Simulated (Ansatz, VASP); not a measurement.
Mg: VASP beside Ansatz

```
Mg
1.0
     3.20885    0.00000    0.00000
    -1.60442    2.77894    0.00000
     0.00000    0.00000    5.14592
Mg
2
Cartesian
  0.0000 1.8526 1.2865
  1.6044 0.9263 3.8594
```

Alike in both runs: functional PBE; k mesh 18 × 18 × 8; occupations gaussian, width 0.1 eV; no spin polarisation.

Ansatz relaxed the structure, and its values are those at the end. VASP's run is a single point on that final structure, the one shown.

|  | VASP | Ansatz |
| --- | --- | --- |
| version | VASP 6.6.1 | Ansatz 0.2.0 |
| potentials or method | VASP PAW PBE potentials, release 64 (Mg), cutoff 520 eV | scalar-relativistic, plane waves, PAW |
| valence electrons in the cell | 4 | 20 |

|  | VASP | Ansatz | Ansatz less VASP |
| --- | --- | --- | --- |
| gap on the k mesh at the Fermi level (eV) | none | none | - |
| pressure (GPa) | -0.1 | 0.0 | +0.13 |

A gap of «none» marks a metal or a gap that the smearing closes. With one functional, cell and mesh, what is left measures potentials, basis and numerics. VASP's potentials hold 4 valence electrons a cell and Ansatz's 20, so a difference there can come from the potentials and not from the codes.
